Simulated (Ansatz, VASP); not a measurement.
## PbS in VASP and in Ansatz

INCAR

```
PREC = Accurate ; ENCUT = 520
EDIFF = 1E-8 ; ISMEAR = -1
SIGMA = 0.01 ; LREAL = F
LASPH = T ; NELM = 60
ALGO = Normal ; ISIF = 2
LWAVE = F ; LCHARG = F
GGA = PS ; LEFG = T
NBANDS = 28
```

File KPOINTS:

```
regular mesh
0
Gamma
  7 7 3
```

The input POSCAR:

```
PbS
1.0
    2.9502691748     -2.9096346223      0.0000000000
    2.9502691748      2.9096346223      0.0000000000
   -1.0836382323      0.0000000000     11.7481915815
Pb S
2 2
Direct
    0.7756000000      0.7756000000      0.6363800000
    0.2244000000      0.2244000000      0.3636200000
    0.2684000000      0.2684000000      0.5986000000
    0.7316000000      0.7316000000      0.4014000000
```

Input for Ansatz:

```yaml
crystal:
  lattice:
    - [2.9502691748, -2.9096346223, 0.0]
    - [2.9502691748, 2.9096346223, 0.0]
    - [-1.0836382323, 0.0, 11.7481915815]
  atoms:
    - { symbol: Pb, position: [0.7756, 0.7756, 0.63638] }
    - { symbol: Pb, position: [0.2244, 0.2244, 0.36362] }
    - { symbol: S, position: [0.2684, 0.2684, 0.5986] }
    - { symbol: S, position: [0.7316, 0.7316, 0.4014] }
kpoints:
  mp_grid: { grid: [7, 7, 3] }
scf:
  occupations: { method: fermi_dirac, width: 0.01 }
hamiltonian:
  xc: pbesol
  pseudopotentials: { kind: all_electron, datasets: crystal }
output:
  forces: true
  stress: true
  eigenvalues: true
  efg: { contact_densities: true }
```

Change from the starting cell: volume scaled by 1.01, crystal datasets.

Alike in both runs: task electric field gradients; functional PBEsol; k mesh 7 × 7 × 3; occupations fermi-dirac, width 0.01 eV; no spin polarisation.

```csv
,VASP,Ansatz
version,VASP 6.6.1,Ansatz 0.2.0
potentials or method,"VASP PAW PBE potentials, release 64 (Pb_d, S), cutoff 520 eV","all-electron PAW with datasets made for the crystal, scalar-relativistic"
```

```csv
,VASP,Ansatz,Ansatz less VASP
gap on the k mesh at the Fermi level (eV),1.29,1.29,+0.003
rms of the force components (eV/Å),0.314,0.314,-0.0001
size of Vzz on the site where it differs most (V/Å²),126.1,116.6,-9.48
```

VASP's potentials were made for PBE, not for PBEsol. Atom by atom the forces differ by 0.001 eV/Å (rms over components). Ansatz ran all-electron here, and VASP with PAW potentials.

Spin-orbit coupling is off throughout.
